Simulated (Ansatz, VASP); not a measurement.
**Si4GePt in VASP and in Ansatz**

```
Si Ge Pt
1.0
     4.34463    0.00000    0.00000
    -2.17231    3.76256    0.00000
     0.00000    0.00000    5.97411
Si Ge Pt
4 1 1
Cartesian
  0.0000 2.5084 4.6852
  0.0000 2.5084 1.2889
  2.1723 1.2542 4.6852
  2.1723 1.2542 1.2889
  0.0000 0.0000 2.9871
  0.0000 0.0000 0.0000
```

Change from the starting cell: species swapped into the TaCrB4 type (P6/mmm, No. 191).

Alike in both runs: task relaxation of cell and atoms; functional PBE; k mesh 12 × 12 × 6; occupations gaussian, width 0.1 eV; no spin polarisation.

|  | VASP | Ansatz |
| --- | --- | --- |
| version | VASP 6.6.1 | Ansatz 0.2.0 |
| potentials or method | VASP PAW PBE potentials, release 64 (Si, Ge_d, Pt), cutoff 600 eV | scalar-relativistic, plane waves, PAW |
| valence electrons in the cell | 40 | 48 |

```tsv
	VASP	Ansatz	Ansatz less VASP
gap on the k mesh at the Fermi level, each at its own relaxed structure (eV)	none	none	-
relaxed volume (Å³/atom)	16.22	16.24	+0.021
relaxed length of the cell vector where the two differ most in proportion (Å)	4.309	4.312	+0.0030
```

A gap of «none» marks a metal or a gap that the smearing closes. VASP's potentials hold 40 valence electrons a cell and Ansatz's 48, so a difference there can come from the potentials and not from the codes.

Neither program's run includes spin-orbit coupling. Noted on VASP's run: too few bands were computed for a metal, which touches its energy and stress.
